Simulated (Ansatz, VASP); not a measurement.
**S: VASP beside Ansatz**

Contents of INCAR:

```
PREC = Accurate
ENCUT = 520
EDIFF = 1E-7
ISMEAR = 0
SIGMA = 0.15
LREAL = False
LASPH = True
NELM = 60
ALGO = Normal
ISIF = 2
LWAVE = False
LCHARG = True
LELF = True
LVHAR = True
NBANDS = 9
```

Contents of KPOINTS:

```
Automatic mesh
0
Gamma
  20 20 20
```

The input POSCAR:

```
S
1.0
    0.0000000000      1.9345198337      1.9345198337
    1.9345198337      0.0000000000      1.9345198337
    1.9345198337      1.9345198337      0.0000000000
S
1
Direct
    0.0000000000      0.0000000000      0.0000000000
```

Input for Ansatz:

```yaml
crystal:
  lattice:
    - [0.0, 1.9345198337, 1.9345198337]
    - [1.9345198337, 0.0, 1.9345198337]
    - [1.9345198337, 1.9345198337, 0.0]
  atoms:
    - { symbol: S, position: [0.0, 0.0, 0.0] }
basis:
  ecutwfc: 420
kpoints:
  mp_grid: { grid: [20, 20, 20] }
hamiltonian:
  xc: lda
scf:
  occupations: { method: gaussian, width: 0.15 }
output:
  forces: true
  stress: true
  eigenvalues: true
```

Change from the starting cell: strain -0.030 along x and y, -0.030 along z, atoms carried along.

Alike in both runs: task single point; functional LDA; k mesh 20 × 20 × 20; occupations gaussian, width 0.15 eV; no spin polarisation.

```csv
,VASP,Ansatz
version,VASP 6.6.1,Ansatz 0.2.0
potentials or method,"VASP PAW LDA potentials, release 64 (S), cutoff 520 eV","scalar-relativistic, plane waves, PAW"
valence electrons in the cell,6,6
```

VASP gave:

* gap on the k mesh at the Fermi level (eV): none
* pressure (GPa): 1.6

Estimate Ansatz's values.

gap on the k mesh at the Fermi level (eV): none; pressure (GPa): 1.7.

LDA's correlation is that of Perdew and Zunger in VASP and of Perdew and Wang (1992) in Ansatz. A gap of «none» marks a metal or a gap that the smearing closes.
